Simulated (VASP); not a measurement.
Set up this calculation in VASP 6.6.1, as the native input.

| Property | Result |
| --- | --- |
| Task | single point |
| Functional | PBEsol |
| Potentials or basis | VASP PAW PBE potentials, release 64 (Zn, S) |
| Cutoff | 520 eV |
| k mesh | 7 × 7 × 1 |
| Occupations | gaussian, width 0.05 eV |
| Spin | no spin polarisation |
| Dipole correction | yes |
| Further INCAR settings | ALGO = Normal; EDIFF = 1e-06; NBANDS = 52 |

The structure of Zn5S4 lies in POSCAR:

```
Zn5S4
1.0
    3.7876303076      0.0000000000      0.0000000000
    0.0000000000      3.7876303076      0.0000000000
    0.0000000000      0.0000000000     25.7130363004
Zn S
5 4
Direct
    0.5000000000      0.5000000000      0.2916808389
    0.0000000000      0.0000000000      0.3958404195
    0.5000000000      0.5000000000      0.5000000000
    0.0000000000      0.0000000000      0.6041595805
    0.5000000000      0.5000000000      0.7083191611
    0.5000000000      0.0000000000      0.3437606292
    0.0000000000      0.5000000000      0.4479202097
    0.5000000000      0.0000000000      0.5520797903
    0.0000000000      0.5000000000      0.6562393708
```

One way to write it, as run:

INCAR

```
SYSTEM = Zn5S4
PREC     = Accurate       ! precision mode
ENCUT    = 520            ! plane-wave cutoff, eV
EDIFF    = 1E-6           ! SCF threshold, eV
ISMEAR   = 0              ! smearing method
SIGMA    = 0.05           ! smearing width, eV
LREAL    = .False.        ! projectors in reciprocal space
LASPH    = .True.         ! aspherical terms in the spheres
NELM     = 80             ! most SCF steps
ALGO     = Normal         ! electronic algorithm
ISIF     = 2              ! what is computed and relaxed
LWAVE    = .False.        ! write WAVECAR
LCHARG   = .False.        ! write CHGCAR
LDIPOL   = .True.       
IDIPOL   = 3            
DIPOL    = 0.5 0.5 0.500
GGA      = PS             ! functional
NBANDS   = 52             ! bands
```

KPOINTS

```
regular mesh
0
Gamma
  7 7 1
  0 0 0
```

Potentials or basis: VASP PAW PBE potentials, release 64 (Zn, S).

The run is started by

```sh
$ cat potpaw_PBE.64/Zn/POTCAR potpaw_PBE.64/S/POTCAR > POTCAR
$ mpirun -np 1 vasp_std > vasp.out
```

Results of the run:

| Item | Value |
| --- | --- |
| Largest force | 0.277 eV/Å |
| Band gap on the k mesh | zero (bands 42 and 43 overlap by 0.92 eV) |

Caveat: the PAW data sets were made with another functional, which shifts forces and pressure a little.

It took 2.9 min on 1 thread of Intel(R) Xeon(R) Platinum 8488C (Sapphire Rapids), with other jobs on the host, peak memory 0.46 GiB.
